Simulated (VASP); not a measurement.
Runs of VASP 6.6.1 on BaN. The structure is that of space group Fd-3m (No. 227), or close to it. The cells are those of the table. The cell was built from a structure type or drawn by symmetry, and may not be a known phase.

```tsv
task	spin	cell	k mesh	cutoff (eV)	gap on the mesh (eV)	pressure (GPa)	moment (μB)
single point	off	a = 5.149 Å, angles 60.0°, 4 atoms	4 × 4 × 4	520	none	-5.1	-
relaxation of cell and atoms	collinear, ferromagnetic start	relaxed from a = 5.149 Å, angles 60.0°, 4 atoms	4 × 4 × 4	600	none	-0.1	2.00
single point	collinear, ferromagnetic start	a = 4.924 Å, angles 60.0°, 4 atoms	4 × 4 × 4	520	none	2.3	2.00
single point	collinear, ferromagnetic start	a = 5.149 Å, angles 60.0°, 4 atoms	4 × 4 × 4	520	none	(a)	2.00
single point	collinear, ferromagnetic start	a = 4.922 Å, angles 60.0°, 4 atoms	12 × 12 × 12	520	none	2.3	2.00
```

Alike in all rows: level PBE; potentials or basis VASP PAW PBE potentials, release 64 (Ba_sv, N); smearing gaussian 0.1 eV.

Task: Estimate the missing entries.

Result: (a) -4.3.

Caveats: some runs use coarse meshes; spin-orbit coupling is left out, which moves the levels of the heavy elements.

A k mesh can miss the band edges, and the runs leave out spin-orbit coupling on Ba.

A gap of «none» marks levels without a gap at the run's occupations.
